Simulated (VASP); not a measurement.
# Sc (Fd-3m) in VASP: notebook

Runs on Sc. Level: PBE. Tasks: single point, relaxation of cell and atoms.

Program: VASP 6.6.1. These are calculated values, not measurements. Logs are shortened: lines on timing, memory, paths and dates and some standing lists are left out, and cuts for length are marked.

## (1) The cell of the first run

It takes space group Fd-3m (No. 227, cubic). Conventional cell: a = 4.970 Å, b = 4.970 Å, c = 4.970 Å, α = 90.00°, β = 90.00°, γ = 90.00°. Sc (site symmetry -43m) has 4 Sc at 2.15 Å within 2.8 Å.

## (2) Single point, PBE

The input, INCAR:

```
PREC     = Accurate       # precision mode
ENCUT    = 520            # plane-wave cutoff, eV
EDIFF    = 1E-7           # SCF threshold, eV
ISMEAR   = -1             # smearing method
SIGMA    = 0.1            # smearing width, eV
LREAL    = False          # projectors in reciprocal space
LASPH    = True           # aspherical terms in the spheres
NELM     = 100            # most SCF steps
ALGO     = Normal         # electronic algorithm
ISIF     = 2              # what is computed and relaxed
LWAVE    = False          # write WAVECAR
LCHARG   = False          # write CHGCAR
GGA      = PE             # functional
NBANDS   = 18             # bands
```

The input, KPOINTS:

```
regular mesh
0
Gamma
  12 12 12
```

The input, POSCAR:

```
Sc
1.0
    0.0000000000      2.4850328776      2.4850328776
    2.4850328776      0.0000000000      2.4850328776
    2.4850328776      2.4850328776      0.0000000000
Sc
2
Direct
   -0.1250000000     -0.1250000000     -0.1250000000
    0.1250000000      0.1250000000      0.1250000000
```

Potentials or basis: VASP PAW PBE potentials, release 64 (Sc_sv).

The run is started by

```bash
> cat potpaw_PBE.64/Sc_sv/POTCAR > POTCAR
> mpirun -np 1 vasp_std > vasp.out
```

OUTCAR:

```text
PREC = Accurate
   ENCUT = 520
   EDIFF = 1E-7
   ISMEAR = -1
   LREAL = False
   LASPH = True
   NELM = 100
   ISIF = 2
   GGA = PE

 ion  position               nearest neighbor table
   1  0.875  0.875  0.875-   2 2.15   2 2.15   2 2.15   2 2.15
   2  0.125  0.125  0.125-   1 2.15   1 2.15   1 2.15   1 2.15

  LATTYP: Found a face centered cubic cell.
 ALAT       =     4.9700657552

  Lattice vectors:

 A1 = (   0.0000000000,   2.4850328776,   2.4850328776)
 A2 = (   2.4850328776,   0.0000000000,   2.4850328776)
 A3 = (   2.4850328776,   2.4850328776,   0.0000000000)

Analysis of symmetry for initial positions (statically):
=====================================================================
 Subroutine PRICEL returns:
 Original cell was already a primitive cell.

 Routine SETGRP: Setting up the symmetry group for a
 face centered cubic supercell.

 Subroutine GETGRP returns: Found 48 space group operations
 (whereof 12 operations were pure point group operations)
 out of a pool of 48 trial point group operations.

The static configuration has the point symmetry D_3d.
 The point group associated with its full space group is O_h .

Analysis of symmetry for dynamics (positions and initial velocities):
=====================================================================
 Subroutine PRICEL returns:
 Original cell was already a primitive cell.

 Routine SETGRP: Setting up the symmetry group for a
 face centered cubic supercell.

 Subroutine GETGRP returns: Found 48 space group operations
 (whereof 12 operations were pure point group operations)
 out of a pool of 48 trial point group operations.

The dynamic configuration has the point symmetry D_3d.
 The point group associated with its full space group is O_h .

 Subroutine INISYM returns: Found 48 space group operations
 (whereof 12 operations are pure point group operations),
 and found     1 'primitive' translations

----------------------------------------------------------------------------------------

                                     Primitive cell

  volume of cell :      30.6921

  direct lattice vectors                    reciprocal lattice vectors
     0.000000000  2.485032878  2.485032878    -0.201204581  0.201204581  0.201204581
     2.485032878  0.000000000  2.485032878     0.201204581 -0.201204581  0.201204581
[... 76 lines left out ...]
   PREC   = accura    normal or accurate (medium, high low for compatibility)
   ISTART =      0    job   : 0-new  1-cont  2-samecut
   ICHARG =      2    charge: 1-file 2-atom 10-const
   ISPIN  =      1    spin polarized calculation?
   LNONCOLLINEAR =      F non collinear calculations
   LSORBIT =      F    spin-orbit coupling
   LASPH  =      T    aspherical Exc in radial PAW
   ENCUT  =  520.0 eV  38.22 Ry    6.18 a.u.   6.53  6.53  6.53*2*pi/ulx,y,z
   NELM   =    100;   NELMIN=  2; NELMDL= -5     # of ELM steps
   EDIFF  = 0.1E-06   stopping-criterion for ELM
   LREAL  =      F    real-space projection
   EDIFFG = 0.1E-05   stopping-criterion for IOM
   NSW    =      0    number of steps for IOM
   IBRION =     -1    ionic relax: 0-MD 1-quasi-New 2-CG
   NFREE  =      0    steps in history (QN), initial steepest desc. (CG)
   ISIF   =      2    stress and relaxation
   ISYM   =      2    0-nonsym 1-usesym 2-fastsym
   POTIM  = 0.5000    time-step for ionic-motion
   TEBEG  =    0.0;   TEEND  =   0.0 temperature during run
   PSTRESS=    0.0 pullay stress
   NELECT =      22.0000    total number of electrons
   NUPDOWN=      -1.0000    fix difference up-down
   EMIN   =  10.00;   EMAX   =-10.00  energy-range for DOS
   EFERMI =   0.00;   METHOD = LEGACY
   ISMEAR =    -1;   SIGMA  =   0.10  broadening in eV -4-tet -1-fermi 0-gaus
   EFERMI_NEDOS =   21; number of points for ismear=-14 and -15
   IALGO  =     38    algorithm
   IMIX   =      4    mixing-type and parameters
     AMIX     =   0.40;   BMIX     =  1.00
     AMIX_MAG =   1.60;   BMIX_MAG =  1.00
  volume/ion in A,a.u.               =      15.35       103.56
  Fermi-wavevector in a.u.,A,eV,Ry     =   1.465121  2.768678 29.206000  2.146580
  Thomas-Fermi vector in A             =   2.581016
   LORBIT       =      0    0 simple, 1 ext, 2 COOP (PROOUT), +10 PAW based schemes
   GGA     = PE    functional components
   LHFCALC =     F    Hartree Fock is set to
   AEXX    =    0.0000 exact exchange contribution
   IVDW    =     0    specifies the selected vdW correction
   LEPSILON=     F    determine dielectric tensor
   LRPA    =     F    only Hartree local field effects (RPA)
 non-spin polarized calculation
  energy-cutoff  :      520.00
  volume of cell :       30.69
 maximum number of plane-waves:       869
 NGX is ok and might be reduce to    28
   NGX = 13   NGY = 13   NGZ = 13

 number of electron      22.0000004 magnetization

 Free energy of the ion-electron system (eV)
  ---------------------------------------------------
  ext. energy  EPLUGINS =         0.00000000
  ---------------------------------------------------
  free energy    TOTEN  =        -6.71617157 eV

  energy without entropy =       -6.66558501  energy(sigma->0) =       -6.69087829

 E-fermi :   7.0496     XC(G=0): -11.7125

 val. band max:        7.0215458457   @ k =   0.4167   0.0833   0.0000
 cond. band min:       7.0501267301   @ k =   0.5000   0.4167   0.0000
 fundamental gap:      0.0285808844
 Fermi energy:         7.0496150336

 k-point     1 :       0.0000    0.0000    0.0000
  band No.  band energies     occupation
      1     -43.3830      2.00000
      2     -40.7762      2.00000
      3     -22.1823      2.00000
      4     -22.1823      2.00000
      5     -22.1823      2.00000
      6     -19.8013      2.00000
[... 481 lines left out ...]
      5     -21.8759      2.00000
      6     -19.9246      2.00000
[... 10 lines left out ...]
     17      11.4739      0.00000
     18      12.8469      0.00000

 [... further k-points ...]
[... 5 lines left out ...]
  --------------------------------------------------------------------------------------
  -------------------------------------------------------------------------------------
  Total        6.6275547      6.6275547      6.6275547     -0.0000000     -0.0000000      0.0000000
  in kB      345.9692420    345.9692420    345.9692420     -0.0000000     -0.0000000      0.0000000
  external PRESSURE =     345.9692420 kB  Pullay stress =       0.0000000 kB

 VOLUME and BASIS-vectors are now :
 -----------------------------------------------------------------------------
  energy-cutoff  :      520.00
  volume of cell :       30.69
      direct lattice vectors                 reciprocal lattice vectors
     0.000000000  2.485032878  2.485032878    -0.201204581  0.201204581  0.201204581
     2.485032878  0.000000000  2.485032878     0.201204581 -0.201204581  0.201204581
     2.485032878  2.485032878  0.000000000     0.201204581  0.201204581 -0.201204581

 POSITION                                       TOTAL-FORCE (eV/Angst)
 -----------------------------------------------------------------------------------
      4.34881      4.34881      4.34881        -0.000000      0.000000      0.000000
      0.62126      0.62126      0.62126         0.000000     -0.000000     -0.000000
 -----------------------------------------------------------------------------------
    total drift:                                0.000000     -0.000000     -0.000000

  FREE ENERGIE OF THE ION-ELECTRON SYSTEM (eV)
  ---------------------------------------------------
  free  energy   TOTEN  =        -6.7161715708 eV

  energy  without entropy=       -6.6655850109  energy(sigma->0) =       -6.69087829
```

OSZICAR:

```text
N       E                     dE             d eps       ncg     rms          rms(c)
DAV:   1     0.331947342741E+03    0.33195E+03   -0.11479E+04  2608   0.146E+03
DAV:   2     0.997023248351E+01   -0.32198E+03   -0.31640E+03  2880   0.557E+02
DAV:   3    -0.644372487408E+01   -0.16414E+02   -0.15720E+02  3952   0.157E+02
DAV:   4    -0.683122065755E+01   -0.38750E+00   -0.38348E+00  3846   0.202E+01
DAV:   5    -0.683496693410E+01   -0.37463E-02   -0.37427E-02  4050   0.208E+00    0.212E+01
DAV:   6    -0.669828728600E+01    0.13668E+00   -0.47660E-01  3512   0.770E+00    0.109E+01
DAV:   7    -0.671544559132E+01   -0.17158E-01   -0.87169E-02  3464   0.289E+00    0.209E+00
DAV:   8    -0.671618775502E+01   -0.74216E-03   -0.14313E-02  3360   0.154E+00    0.446E-02
DAV:   9    -0.671617560282E+01    0.12152E-04   -0.46288E-04  4136   0.351E-01    0.223E-02
DAV:  10    -0.671617040258E+01    0.52002E-05   -0.24391E-05  3436   0.446E-02    0.122E-02
DAV:  11    -0.671617139324E+01   -0.99066E-06   -0.51050E-07  3780   0.971E-03    0.531E-03
DAV:  12    -0.671617152855E+01   -0.13531E-06   -0.14408E-07  1882   0.509E-03    0.514E-04
DAV:  13    -0.671617157081E+01   -0.42257E-07   -0.30386E-08  1632   0.351E-03
   1 F= -.67161716E+01 E0= -.66908783E+01  d E =-.505866E-01
```

stdout:

```text
POSCAR found type information on POSCAR Sc
 POSCAR found :  1 types and       2 ions
 scaLAPACK will be used
 LDA part: xc-table for (Slater+PW92), standard interpolation
 POSCAR, INCAR and KPOINTS ok, starting setup
 FFT: planning ... GRIDC
 FFT: planning ... GRID_SOFT
 FFT: planning ... GRID
 WAVECAR not read
 entering main loop
```

Wall time 18 s (1 thread of Intel Xeon 6975P-C (Granite Rapids), shared host); peak memory 0.17 GiB.

Results:

```
Free energy            : -6.7162 eV
Pressure               : 34.6 GPa
Band gap on the k mesh : zero (band 11 reaches 7.54 eV, above the bottom of band 12 at 6.16 eV)
```

## (3) Single point, PBE

The input, INCAR:

```
PREC     = Accurate       # precision mode
ENCUT    = 520            # plane-wave cutoff, eV
EDIFF    = 1E-6           # SCF threshold, eV
ISMEAR   = -1             # smearing method
SIGMA    = 0.1            # smearing width, eV
LREAL    = F              # projectors in reciprocal space
LASPH    = T              # aspherical terms in the spheres
NELM     = 80             # most SCF steps
ALGO     = Normal         # electronic algorithm
ISIF     = 2              # what is computed and relaxed
LWAVE    = F              # write WAVECAR
LCHARG   = F              # write CHGCAR
GGA      = PE             # functional
NBANDS   = 18             # bands
```

The input, KPOINTS:

```
Automatic mesh
0
Gamma
  12 12 12
```

The input, POSCAR:

```
Sc
1.0
    0.0000000000      2.4852626755      2.4852626755
    2.4852626755      0.0000000000      2.4852626755
    2.4852626755      2.4852626755      0.0000000000
Sc
2
Direct
   -0.1250000000     -0.1250000000     -0.1250000000
    0.1250000000      0.1250000000      0.1250000000
```

Potentials or basis: VASP PAW PBE potentials, release 64 (Sc_sv).

The run is started by

```bash
> cat potpaw_PBE.64/Sc_sv/POTCAR > POTCAR
> mpirun -np 1 vasp_std > vasp.out
```

Wall time 16 s (1 thread of Intel Xeon 6975P-C (Granite Rapids), shared host); peak memory 0.17 GiB.

The run converged. Its results:

- Free energy: -6.7180 eV
- Pressure: 34.5 GPa
- Band gap on the k mesh: zero (band 11 reaches 7.54 eV, above the bottom of band 12 at 6.16 eV)

Levels at points of the mesh, in eV from the Fermi level:
```csv
k point,band 9,band 10,band 11,band 12,band 13,band 14
"(0.00, 0.00, 0.00)",-5.24,-1.46,-1.46,0.45,0.45,0.45
"(0.50, 0.00, 0.00)",-2.51,-1.37,-1.37,-0.89,0.02,0.02
"(0.50, 0.50, 0.00)",-3.44,-3.44,0.12,0.12,2.34,2.34
```

## (4) Relaxation of cell and atoms, PBE, target pressure 32 GPa, at which the enthalpy is minimised

The input, INCAR:

```
ALGO = Normal
EDIFF = 1E-6
EDIFFG = -0.005
ENCUT = 600
GGA = PE
IBRION = 2
ISIF = 3
ISMEAR = -1
LASPH = T
LCHARG = F
LREAL = F
LWAVE = F
NELM = 60
NSW = 32
PREC = Accurate
PSTRESS = 320.0
SIGMA = 0.1
```

The input, KPOINTS:

```
k-points
0
Gamma
  12 12 12
```

The input, POSCAR:

```
Sc
1.0
    0.0000000000      2.4850328776      2.4850328776
    2.4850328776      0.0000000000      2.4850328776
    2.4850328776      2.4850328776      0.0000000000
Sc
2
Direct
   -0.1250000000     -0.1250000000     -0.1250000000
    0.1250000000      0.1250000000      0.1250000000
```

Potentials or basis: VASP PAW PBE potentials, release 64 (Sc_sv).

The run is started by

```bash
> cat potpaw_PBE.64/Sc_sv/POTCAR > POTCAR
> mpirun -np 1 vasp_std > vasp.out
```

OUTCAR:

```text
EDIFF = 1E-6
   EDIFFG = -0.005
   ENCUT = 600
   GGA = PE
   IBRION = 2
   ISIF = 3
   ISMEAR = -1
   LASPH = T
   LREAL = F
   NELM = 60
   NSW = 32
   PREC = Accurate
   PSTRESS = 320.0

 ion  position               nearest neighbor table
   1  0.875  0.875  0.875-   2 2.15   2 2.15   2 2.15   2 2.15
   2  0.125  0.125  0.125-   1 2.15   1 2.15   1 2.15   1 2.15

  LATTYP: Found a face centered cubic cell.
 ALAT       =     4.9700657552

  Lattice vectors:

 A1 = (   0.0000000000,   2.4850328776,   2.4850328776)
 A2 = (   2.4850328776,   0.0000000000,   2.4850328776)
 A3 = (   2.4850328776,   2.4850328776,   0.0000000000)

Analysis of symmetry for initial positions (statically):
=====================================================================
 Subroutine PRICEL returns:
 Original cell was already a primitive cell.

 Routine SETGRP: Setting up the symmetry group for a
 face centered cubic supercell.

 Subroutine GETGRP returns: Found 48 space group operations
 (whereof 12 operations were pure point group operations)
 out of a pool of 48 trial point group operations.

The static configuration has the point symmetry D_3d.
 The point group associated with its full space group is O_h .

Analysis of symmetry for dynamics (positions and initial velocities):
=====================================================================
 Subroutine PRICEL returns:
 Original cell was already a primitive cell.

 Routine SETGRP: Setting up the symmetry group for a
 face centered cubic supercell.

 Subroutine GETGRP returns: Found 48 space group operations
 (whereof 12 operations were pure point group operations)
 out of a pool of 48 trial point group operations.

The dynamic configuration has the point symmetry D_3d.
 The point group associated with its full space group is O_h .

 Subroutine INISYM returns: Found 48 space group operations
 (whereof 12 operations are pure point group operations),
 and found     1 'primitive' translations

[... 125 lines left out ...]
 conjugate gradient relaxation of ions
 non-spin polarized calculation
  energy-cutoff  :      600.00
  volume of cell :       30.69
 maximum number of plane-waves:      1036
   NGX = 13   NGY = 13   NGZ = 13

--------------------------------------- Ionic step        1  -------------------------------------------

 number of electron      22.0000004 magnetization

 Free energy of the ion-electron system (eV)
  ---------------------------------------------------
  ext. energy  EPLUGINS =         0.00000000
  ---------------------------------------------------
  free energy    TOTEN  =        -6.71711900 eV

  energy without entropy =       -6.66653393  energy(sigma->0) =       -6.69182647

------------------------ aborting loop because EDIFF is reached ----------------------------------------

  FORCE on cell =-STRESS in cart. coord.  units (eV):
  Direction    XX          YY          ZZ          XY          YZ          ZX
  --------------------------------------------------------------------------------------
  -------------------------------------------------------------------------------------
  Total        6.6434218      6.6434218      6.6434218     -0.0000000      0.0000000     -0.0000000
  in kB      346.7975294    346.7975294    346.7975294     -0.0000000      0.0000000     -0.0000000
  external PRESSURE =      26.7975294 kB  Pullay stress =     320.0000000 kB
[... 63 lines left out ...]
--------------------------------------- Ionic step        3  -------------------------------------------

 number of electron      22.0000005 magnetization

 Free energy of the ion-electron system (eV)
  ---------------------------------------------------
  ext. energy  EPLUGINS =         0.00000000
  ---------------------------------------------------
  free energy    TOTEN  =        -6.82925496 eV

  energy without entropy =       -6.77622683  energy(sigma->0) =       -6.80274090

 E-fermi :   6.9067     XC(G=0): -11.6287

 val. band max:        6.9058619724   @ k =   0.5000   0.1667   0.0833
 cond. band min:       6.9164349201   @ k =  -0.3333   0.0833   0.0000
 fundamental gap:      0.0105729477
 Fermi energy:         6.9066926327

 k-point     1 :       0.0000    0.0000    0.0000
  band No.  band energies     occupation
      1     -43.4746      2.00000
      2     -40.9843      2.00000
      3     -22.2884      2.00000
      4     -22.2884      2.00000
      5     -22.2884      2.00000
      6     -19.9812      2.00000
      7     -19.9812      2.00000
      8     -19.9812      2.00000
      9       1.6829      2.00000
     10       5.4892      2.00000
     11       5.4892      2.00000
     12       7.3434      0.02506
     13       7.3434      0.02506
     14       7.3434      0.02506
[... 401 lines left out ...]
      2     -41.7666      2.00000
      3     -22.9716      2.00000
      4     -22.7089      2.00000
      5     -21.9942      2.00000
      6     -20.1111      2.00000
      7     -19.4704      2.00000
      8     -19.2535      2.00000
      9       3.8313      2.00000
     10       4.8761      2.00000
     11       5.4341      2.00000
     12       7.1196      0.21264
     13       7.6852      0.00083
     14       8.0895      0.00001
     15       9.5708      0.00000

 [... further k-points ...]
[... 5 lines left out ...]
  --------------------------------------------------------------------------------------
  -------------------------------------------------------------------------------------
  Total        6.2399640      6.2399640      6.2399640     -0.0000000     -0.0000000     -0.0000000
  in kB      320.1114729    320.1114729    320.1114729     -0.0000000     -0.0000000     -0.0000000
  external PRESSURE =       0.1114729 kB  Pullay stress =     320.0000000 kB
[... 21 lines left out ...]
  energy  without entropy=       -6.7762268290  energy(sigma->0) =       -6.80274090

  enthalpy is  TOTEN    =        -0.5914639365 eV   P V=        6.2377910264

 reached required accuracy - stopping structural energy minimisation
```

CONTCAR:

```text
Sc
   1.00000000000000
    -0.0000000000000000    2.4995038491824797    2.4995038491824797
     2.4995038491824797    0.0000000000000000    2.4995038491824797
     2.4995038491824797    2.4995038491824797   -0.0000000000000000
  Sc
     2
Direct
     0.8750000000000000    0.8750000000000000    0.8750000000000000
     0.1250000000000000    0.1250000000000000    0.1250000000000000

  0.00000000E+00  0.00000000E+00  0.00000000E+00
  0.00000000E+00  0.00000000E+00  0.00000000E+00
```

It took 34 s on 1 thread of Intel Xeon 6975P-C (Granite Rapids), shared host; peak memory 0.18 GiB.

Results:

```yaml
Free_energy: -6.8293 eV
Relaxed_volume: 15.62 Å³/atom
Relaxed_cell: a = 3.535 Å, b = 3.535 Å, c = 3.535 Å, α = 60.00°, β = 60.00°, γ = 60.00°
Space_group_after_relaxing_to_0.05_Å: Fd-3m (No. 227)
Energy_change_on_relaxing_the_enthalpy_is_what_falls: -56.1 meV/atom
Ionic_steps: 3
Pressure_after_relaxing: 32.0 GPa
Band_gap_on_the_k_mesh: zero (band 11 reaches 7.41 eV, above the bottom of band 12 at 5.99 eV)
```

Step by step:
| step | energy change (eV) | largest force (eV/Å) | pressure (GPa) | volume (Å³) |
| --- | --- | --- | --- | --- |
| 1 | 0.0000 | 0.0000 | 34.68 | 30.69 |
| 2 | -0.2295 | 0.0000 | 29.21 | 31.85 |
| 3 | -0.1121 | 0.0000 | 32.01 | 31.23 |

Final structure:
```
Sc
1.0
     0.00000    2.49950    2.49950
     2.49950    0.00000    2.49950
     2.49950    2.49950    0.00000
Sc
2
Direct
  0.87500 0.87500 0.87500
  0.12500 0.12500 0.12500
```

Levels at points of the mesh, in eV from the Fermi level:
```tsv
k point	band 9	band 10	band 11	band 12	band 13	band 14
(0.00, 0.00, 0.00)	-5.22	-1.42	-1.42	0.44	0.44	0.44
(0.50, 0.00, 0.00)	-2.46	-1.33	-1.33	-0.92	0.04	0.04
(0.50, 0.50, 0.00)	-3.38	-3.38	0.14	0.14	2.32	2.32
```

Caveat: the cell is relaxed towards a set pressure, so the enthalpy falls and the energy may rise.

[end of part 1 of 2]
